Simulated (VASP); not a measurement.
BeCo:

```
CELL_PARAMETERS angstrom
2.60600 0.00000 0.00000
0.00000 2.60600 0.00000
0.00000 0.00000 2.60600
ATOMIC_POSITIONS crystal
Be 0.00000 0.00000 0.00000
Co 0.50000 0.50000 0.50000
```

Base run:

```yaml
Program: VASP 6.6.1
Functional: LDA
Potentials_or_basis: VASP PAW LDA potentials, release 64 (Be, Co_sv)
Cutoff: 600 eV
k_mesh: 10 × 10 × 10
Occupations: fermi-dirac, width 0.1 eV
Spin: collinear spin, ferromagnetic start
Starting_moments: "[0.0, 3.2] μB"
```

Its results: pressure -16.9 GPa; net moment 0.19 μB per cell; site moments Be -0.01; Co +0.19 μB.

Task: The run is repeated on the same cell with these changes: potentials or basis from VASP PAW LDA potentials, release 64 (Be, Co_sv) to VASP PAW LDA potentials, release 64 (Be, Co); cutoff from 600 eV to 520 eV; further incar settings from ALGO = Normal; EDIFF = 1e-06; NBANDS = 20 to ALGO = Normal; EDIFF = 1e-06; NBANDS = 16; valence electrons from 19 to 11. What comes out?

Result: Pressure -15.1 GPa; net moment 0.15 μB per cell; site moments Be -0.01; Co +0.15 μB.
